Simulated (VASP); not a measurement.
Wanted: the native input for a VASP 6.6.1 run.

```
Task                   : single point
Functional             : PBE
Potentials or basis    : VASP PAW PBE potentials, release 64 (Dy_3, Mg, F), 4f in core
Cutoff                 : 600 eV
k mesh                 : 4 × 4 × 3
Occupations            : gaussian, width 0.2 eV
Spin                   : no spin polarisation
Dipole correction      : no
Further INCAR settings : ALGO = Normal; EDIFF = 1e-06; NBANDS = 27
```

The structure of DyMgF lies in POSCAR:

```
DyMgF
1.0
    2.7863706171     -5.2087321699      0.0000000000
    2.7863706171      5.2087321699      0.0000000000
    0.0000000000      0.0000000000      6.3894328211
Dy Mg F
2 2 2
Direct
    0.5000000000      0.5000000000      0.2333900733
    0.5000000000      0.5000000000      0.7666099267
    0.1295103940      0.8704896060      0.0000000000
    0.8704896060      0.1295103940      0.0000000000
    0.6819164765      0.3180835235      0.0000000000
    0.3180835235      0.6819164765      0.0000000000
```

The cell was generated, and may not be a known phase.

The input as run:

INCAR

```
SYSTEM = DyMgF
  ALGO = Normal
  EDIFF = 1E-6
  ENCUT = 600
  GGA = PE
  GGA_COMPAT = .False.
  ISIF = 2
  ISMEAR = 0
  LASPH = .True.
  LCHARG = .False.
  LMAXMIX = 6
  LREAL = .False.
  LWAVE = .False.
  NBANDS = 27
  NELM = 200
  PREC = Accurate
  SIGMA = 0.2
```

KPOINTS

```
k-points
0
Gamma
  4 4 3
  0 0 0
```

Potentials or basis: VASP PAW PBE potentials, release 64 (Dy_3, Mg, F), 4f in core.

The run is started by

```console
$ cat potpaw_PBE.64/Dy_3/POTCAR potpaw_PBE.64/Mg/POTCAR potpaw_PBE.64/F/POTCAR > POTCAR
$ mpirun -np 1 vasp_std > vasp.out
```

It gave:

```
Pressure               : 0.0 GPa
Largest force          : 0.023 eV/Å
Band gap on the k mesh : zero (bands 18 and 19 overlap by 0.52 eV)
```

Caveat: spin-orbit coupling is left out, which moves the levels of the heavy elements; the 4f electrons are frozen in the core, so they carry no moment and show no levels; the run has no spin polarisation, though such a crystal can be magnetic.

Wall time 85 s on 1 thread of Intel(R) Xeon(R) Platinum 8488C (Sapphire Rapids) (shared host), peak memory 0.39 GiB.
